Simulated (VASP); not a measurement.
# SnO2 (P1) in VASP: single point with PBE

Aim: the single point of SnO2 with PBE.

All numbers are computed with VASP 6.6.1; they aren't measurements. Logs are shortened: lines on timing, memory, paths and dates and some standing lists are left out, and cuts for length are marked.

### Step 1. The cell of the first run

The typed cell holds 12 atoms: a = 4.828 Å, b = 3.238 Å, c = 9.661 Å, α = 88.08°, β = 90.00°, γ = 90.00°.

### Step 2. Single point, PBE (the part above a cut slid along it)

Input file INCAR:

```
  ALGO = Normal
  EDIFF = 1E-7
  ENCUT = 520
  GGA = PE
  ISIF = 2
  ISMEAR = 0
  LASPH = T
  LCHARG = F
  LREAL = F
  LWAVE = F
  NBANDS = 64
  NELM = 60
  PREC = Accurate
  SIGMA = 0.05
```

Input file KPOINTS:

```
k-points
0
Gamma
  6 8 3
```

Input file POSCAR:

```
SnO2
1.0
    0.0000000000     -4.8277049970      0.0000000000
    0.0000000000      0.0000000000     -3.2379909379
    9.6554099939      0.0000000000     -0.3237990938
Sn O
4 8
Direct
    1.0000000000     -0.0701650000      0.7016500000
    1.0000000000     -0.0201650000      0.2016500000
    0.5000000000      0.4048350000      0.9516500000
    0.5000000000      0.4548350000      0.4516500000
    0.6933949136     -0.0854952543      0.8549525432
    0.6933949136     -0.0354952543      0.3549525432
    0.1933949136      0.4201652543      0.7983474568
    0.1933949136      0.4701652543      0.2983474568
    0.3066050864     -0.0048347457      0.0483474568
    0.3066050864     -0.0548347457      0.5483474568
    0.8066050864      0.4895047457      0.1049525432
    0.8066050864      0.4395047457      0.6049525432
```

Potentials or basis: VASP PAW PBE potentials, release 64 (Sn_d, O).

Launch:

```bash
$ cat potpaw_PBE.64/Sn_d/POTCAR potpaw_PBE.64/O/POTCAR > POTCAR
$ mpirun -np 1 vasp_std > vasp.out
```

OUTCAR:

```text
EDIFF = 1E-7
   ENCUT = 520
   GGA = PE
   ISIF = 2
   ISMEAR = 0
   LASPH = T
   LREAL = F
   NELM = 60
   PREC = Accurate

 ion  position               nearest neighbor table
   1  0.000  0.930  0.702-  12 2.09   7 2.09   7 2.09  12 2.09   5 2.09  10 2.09
   2  0.000  0.980  0.202-   8 2.09  11 2.09  11 2.09   8 2.09   6 2.09   9 2.09   3 3.65   3 3.65

   3  0.500  0.405  0.952-   9 1.85   5 2.09   5 2.09   7 2.09  11 2.12   9 2.35   2 3.65   2 3.65

   4  0.500  0.455  0.452-  10 2.09   6 2.09   6 2.09  10 2.09  12 2.09   8 2.09
   5  0.693  0.915  0.855-   3 2.09   3 2.09   1 2.09
   6  0.693  0.965  0.355-   4 2.09   4 2.09   2 2.09
   7  0.193  0.420  0.798-   1 2.09   1 2.09   3 2.09
   8  0.193  0.470  0.298-   2 2.09   2 2.09   4 2.09
   9  0.307  0.995  0.048-   3 1.85   2 2.09   3 2.35
  10  0.307  0.945  0.548-   4 2.09   4 2.09   1 2.09
  11  0.807  0.490  0.105-   2 2.09   2 2.09   3 2.12
  12  0.807  0.440  0.605-   1 2.09   1 2.09   4 2.09

  LATTYP: Found a simple monoclinic cell.
 ALAT       =     3.2379909379
 B/A-ratio  =     1.4909569204
 C/A-ratio  =     2.9835901450
 COS(beta)  =    -0.0335166679

  Lattice vectors:

 A1 = (   0.0000000000,   0.0000000000,  -3.2379909379)
 A2 = (   0.0000000000,  -4.8277049970,   0.0000000000)
 A3 = (  -9.6554099939,   0.0000000000,   0.3237990938)

Analysis of symmetry for initial positions (statically):
=====================================================================
 Subroutine PRICEL returns:
 Original cell was already a primitive cell.

 Routine SETGRP: Setting up the symmetry group for a
 simple monoclinic supercell.

 Subroutine GETGRP returns: Found  1 space group operations
 (whereof  1 operations were pure point group operations)
 out of a pool of  4 trial point group operations.

The static configuration has the point symmetry C_1 .

Analysis of symmetry for dynamics (positions and initial velocities):
=====================================================================
 Subroutine PRICEL returns:
 Original cell was already a primitive cell.

 Routine SETGRP: Setting up the symmetry group for a
 simple monoclinic supercell.

 Subroutine GETGRP returns: Found  1 space group operations
 (whereof  1 operations were pure point group operations)
 out of a pool of  4 trial point group operations.

The dynamic configuration has the point symmetry C_1 .

 Subroutine INISYM returns: Found  1 space group operations
 (whereof  1 operations are pure point group operations),
 and found     1 'primitive' translations

----------------------------------------------------------------------------------------

                                     Primitive cell

  volume of cell :     150.9340

  direct lattice vectors                    reciprocal lattice vectors
     0.000000000 -4.827704997  0.000000000     0.000000000 -0.207137760  0.000000000
     0.000000000  0.000000000 -3.237990938    -0.010356888  0.000000000 -0.308833477
     9.655409994  0.000000000 -0.323799094     0.103568880  0.000000000  0.000000000

  length of vectors
     4.827704997  3.237990938  9.660837852     0.207137760  0.309007090  0.103568880

  position of ions in fractional coordinates (direct lattice)
     0.000000000  0.929835000  0.701650000
     0.000000000  0.979835000  0.201650000
     0.500000000  0.404835000  0.951650000
     0.500000000  0.454835000  0.451650000
     0.693394914  0.914504746  0.854952543
     0.693394914  0.964504746  0.354952543
     0.193394914  0.420165254  0.798347457
     0.193394914  0.470165254  0.298347457
     0.306605086  0.995165254  0.048347457
     0.306605086  0.945165254  0.548347457
     0.806605086  0.489504746  0.104952543
     0.806605086  0.439504746  0.604952543

  ion indices of the primitive-cell ions
   primitive index   ion index
                 1           1
                 2           2
                 3           3
                 4           4
                 5           5
                 6           6
                 7           7
                 8           8
                 9           9
                10          10
                11          11
                12          12

----------------------------------------------------------------------------------------

 KPOINTS: k-points

Automatic generation of k-mesh.
 Grid dimensions read from file:
 generate k-points for:    6    8    3

 Generating k-lattice:

  Cartesian coordinates                     Fractional coordinates (reciprocal lattice)
     0.000000000 -0.034522960  0.000000000     0.166666667  0.000000000  0.000000000
    -0.001294611  0.000000000 -0.038604185     0.000000000  0.125000000  0.000000000
     0.034522960  0.000000000  0.000000000     0.000000000  0.000000000  0.333333333

  Length of vectors
     0.034522960  0.038625886  0.034522960

  Shift w.r.t. Gamma in fractional coordinates (k-lattice)
     0.000000000  0.000000000  0.000000000

 Subroutine IBZKPT returns following result:
 ===========================================

 Found     74 irreducible k-points:

 Following reciprocal coordinates:
            Coordinates               Weight
  0.000000  0.000000  0.000000      1.000000
  0.166667  0.000000  0.000000      2.000000
  0.333333  0.000000  0.000000      2.000000
  0.500000  0.000000  0.000000      1.000000
  0.000000  0.125000  0.000000      2.000000
  0.166667  0.125000  0.000000      2.000000
[... 16 lines left out ...]
  0.000000  0.500000  0.000000      1.000000
  0.166667  0.500000  0.000000      2.000000
 [... further k-points ...]
   k-points           NKPTS =     74   k-points in BZ     NKDIM =     74   number of bands    NBANDS=     64
   number of dos      NEDOS =    301   number of ions     NIONS =     12
   total plane-waves  NPLWV =  62208
   dimension x,y,z NGX =    36 NGY =   24 NGZ =   72
   dimension x,y,z NGXF=    72 NGYF=   48 NGZF=  144
   ions per type =               4   8
   NGX,Y,Z   is equivalent  to a cutoff of  12.40, 12.32, 12.39 a.u.
   NGXF,Y,Z  is equivalent  to a cutoff of  24.79, 24.64, 24.78 a.u.
 SYSTEM =  unknown system
   PREC   = accura    normal or accurate (medium, high low for compatibility)
   ISTART =      0    job   : 0-new  1-cont  2-samecut
   ICHARG =      2    charge: 1-file 2-atom 10-const
   ISPIN  =      1    spin polarized calculation?
   LNONCOLLINEAR =      F non collinear calculations
   LSORBIT =      F    spin-orbit coupling
   LASPH  =      T    aspherical Exc in radial PAW
   ENCUT  =  520.0 eV  38.22 Ry    6.18 a.u.   8.98  6.02 17.96*2*pi/ulx,y,z
   NELM   =     60;   NELMIN=  2; NELMDL= -5     # of ELM steps
   EDIFF  = 0.1E-06   stopping-criterion for ELM
   LREAL  =      F    real-space projection
   EDIFFG = 0.1E-05   stopping-criterion for IOM
   NSW    =      0    number of steps for IOM
   IBRION =     -1    ionic relax: 0-MD 1-quasi-New 2-CG
   NFREE  =      0    steps in history (QN), initial steepest desc. (CG)
   ISIF   =      2    stress and relaxation
   ISYM   =      2    0-nonsym 1-usesym 2-fastsym
   POTIM  = 0.5000    time-step for ionic-motion
   TEBEG  =    0.0;   TEEND  =   0.0 temperature during run
   PSTRESS=    0.0 pullay stress
   NELECT =     104.0000    total number of electrons
   NUPDOWN=      -1.0000    fix difference up-down
   EMIN   =  10.00;   EMAX   =-10.00  energy-range for DOS
   EFERMI =   0.00;   METHOD = LEGACY
   ISMEAR =     0;   SIGMA  =   0.05  broadening in eV -4-tet -1-fermi 0-gaus
   EFERMI_NEDOS =   21; number of points for ismear=-14 and -15
   IALGO  =     38    algorithm
   IMIX   =      4    mixing-type and parameters
     AMIX     =   0.40;   BMIX     =  1.00
     AMIX_MAG =   1.60;   BMIX_MAG =  1.00
  volume/ion in A,a.u.               =      12.58        84.88
  Fermi-wavevector in a.u.,A,eV,Ry     =   1.445962  2.732472 28.447149  2.090806
  Thomas-Fermi vector in A             =   2.564085
   LORBIT       =      0    0 simple, 1 ext, 2 COOP (PROOUT), +10 PAW based schemes
   GGA     = PE    functional components
   LHFCALC =     F    Hartree Fock is set to
   AEXX    =    0.0000 exact exchange contribution
   IVDW    =     0    specifies the selected vdW correction
   LEPSILON=     F    determine dielectric tensor
   LRPA    =     F    only Hartree local field effects (RPA)
 non-spin polarized calculation
 Gauss-broadening in eV      SIGMA  =   0.05
  energy-cutoff  :      520.00
  volume of cell :      150.93
 maximum number of plane-waves:      4100
 NGX is ok and might be reduce to    36
   NGX = 17   NGY = 13   NGZ = 35

 number of electron     104.0000002 magnetization

 Free energy of the ion-electron system (eV)
  ---------------------------------------------------
  ext. energy  EPLUGINS =         0.00000000
  ---------------------------------------------------
  free energy    TOTEN  =       -74.06409855 eV

  energy without entropy =      -74.06409855  energy(sigma->0) =      -74.06409855

 E-fermi :   5.8175     XC(G=0): -10.9703

 val. band max:        5.5340869791   @ k =   0.0000   0.0000   0.0000
 cond. band min:       6.2278332382   @ k =   0.0000   0.0000   0.0000
 fundamental gap:      0.6937462591
 Fermi energy:         5.8174673327

 k-point     1 :       0.0000    0.0000    0.0000
  band No.  band energies     occupation
      1     -15.5780      2.00000
      2     -15.2938      2.00000
      3     -15.2004      2.00000
      4     -14.9060      2.00000
      5     -14.7915      2.00000
      6     -14.6524      2.00000
[... 56 lines left out ...]
     63      15.9044      0.00000
     64      16.0235      0.00000

 k-point     2 :       0.1667    0.0000    0.0000
  band No.  band energies     occupation
      1     -15.5487      2.00000
      2     -15.3065      2.00000
      3     -15.2142      2.00000
      4     -14.9351      2.00000
      5     -14.8033      2.00000
      6     -14.6514      2.00000
[... 1463 lines left out ...]
     63      15.9542      0.00000
     64      15.9604      0.00000

 k-point    24 :       0.1667    0.5000    0.0000
  band No.  band energies     occupation
      1     -15.6584      2.00000
      2     -15.4079      2.00000
      3     -15.3641      2.00000
      4     -15.3312      2.00000
      5     -14.8544      2.00000
      6     -14.7709      2.00000
[... 56 lines left out ...]
     63      15.9542      0.00000
     64      16.0624      0.00000

 [... further k-points ...]
[... 5 lines left out ...]
  --------------------------------------------------------------------------------------
  -------------------------------------------------------------------------------------
  Total        2.4418313      1.9410691      2.8623776      1.3666938      1.9373800      3.9183850
  in kB       25.9202490     20.6046149     30.3843837     14.5075723     20.5654545     41.5939932
  external PRESSURE =      25.6364159 kB  Pullay stress =       0.0000000 kB

 VOLUME and BASIS-vectors are now :
 -----------------------------------------------------------------------------
  energy-cutoff  :      520.00
  volume of cell :      150.93
      direct lattice vectors                 reciprocal lattice vectors
     0.000000000 -4.827704997  0.000000000     0.000000000 -0.207137760  0.000000000
     0.000000000  0.000000000 -3.237990938    -0.010356888  0.000000000 -0.308833477
     9.655409994  0.000000000 -0.323799094     0.103568880  0.000000000  0.000000000

 POSITION                                       TOTAL-FORCE (eV/Angst)
 -----------------------------------------------------------------------------------
      6.77472      0.00000     -3.23799        -0.067339     -0.043432      0.039561
      1.94701      0.00000     -3.23799         0.051987     -0.016553     -0.023653
      9.18857     -2.41385     -1.61900        -1.599430     -1.787000     -3.387202
      4.36087     -2.41385     -1.61900        -0.022561      0.004941     -0.004887
      8.25492     -3.34751     -3.23799         0.027838      0.117753     -0.073818
      3.42721     -3.34751     -3.23799         0.001093     -0.004570      0.017878
      7.70837     -0.93365     -1.61900        -0.096322      0.046160     -0.277144
      2.88067     -0.93365     -1.61900         0.025552     -0.028907     -0.048815
      0.46681     -1.48020     -3.23799         1.707091      1.592395      3.281357
      5.29452     -1.48020     -3.23799         0.022122      0.016422     -0.011747
      1.01336     -3.89405     -1.61900        -0.050214      0.082806      0.476836
      5.84106     -3.89405     -1.61900         0.000183      0.019985      0.011634
 -----------------------------------------------------------------------------------
    total drift:                               -0.000378      0.000045     -0.000526

  FREE ENERGIE OF THE ION-ELECTRON SYSTEM (eV)
  ---------------------------------------------------
  free  energy   TOTEN  =       -74.0640985519 eV

  energy  without entropy=      -74.0640985519  energy(sigma->0) =      -74.06409855
```

Run time: 21 min. Hardware: 1 thread of Oxide Virtual Turin-like, shared host; peak memory 0.53 GiB.

Results:

```
Free energy            : -74.0641 eV
Pressure               : 2.6 GPa
Largest force          : 4.150 eV/Å
Band gap on the k mesh : 0.69 eV
```

Forces in eV/Å, atoms in the order of the input:
```
Sn  -0.067 -0.043  0.040
Sn   0.052 -0.017 -0.024
Sn  -1.599 -1.787 -3.387
Sn  -0.023  0.005 -0.005
O    0.028  0.118 -0.074
O    0.001 -0.005  0.018
O   -0.096  0.046 -0.277
O    0.026 -0.029 -0.049
O    1.707  1.592  3.281
O    0.022  0.016 -0.012
O   -0.050  0.083  0.477
O    0.000  0.020  0.012
```

Caveat: the cell differs from its parent crystal (the part above a cut slid along it); semilocal functionals underestimate gaps, and a narrow one can read as zero; spin-orbit coupling is left out, which moves the levels of the heavy elements; forces of over 1 eV/Å act on the atoms, so gaps and moduli don't describe the material at rest.
